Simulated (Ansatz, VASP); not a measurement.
**Two plane-wave programs on CuO**

```
CELL_PARAMETERS angstrom
2.94848 -0.01612 -0.00403
0.02389 2.94848 -0.00400
0.01057 0.01046 5.15155
ATOMIC_POSITIONS crystal
Cu 0.50000 0.00000 0.50000
Cu 0.00000 0.50000 0.00000
O 0.00024 0.99975 0.25000
O 0.99976 0.00025 0.75000
```

Alike in both runs: functional PBE; k mesh 14 × 14 × 8; occupations gaussian, width 0.1 eV; no spin polarisation.

Ansatz relaxed the structure, and its values are those at the end. VASP's run is a single point on that final structure, the one shown.

```csv
,VASP,Ansatz
version,VASP 6.6.1,Ansatz 0.2.0
potentials or method,"VASP PAW PBE potentials, release 64 (Cu, O), cutoff 520 eV","scalar-relativistic, plane waves, PAW"
valence electrons in the cell,34,50
```

|  | VASP | Ansatz | Ansatz less VASP |
| --- | --- | --- | --- |
| gap on the k mesh at the Fermi level (eV) | none | none | - |
| pressure (GPa) | 0.7 | 0.0 | -0.70 |

A gap of «none» marks a metal or a gap that the smearing closes. The functional is the same, so the differences come from potentials, cutoffs and numerics. VASP's potentials hold 34 valence electrons a cell and Ansatz's 50, so a difference there can come from the potentials and not from the codes.
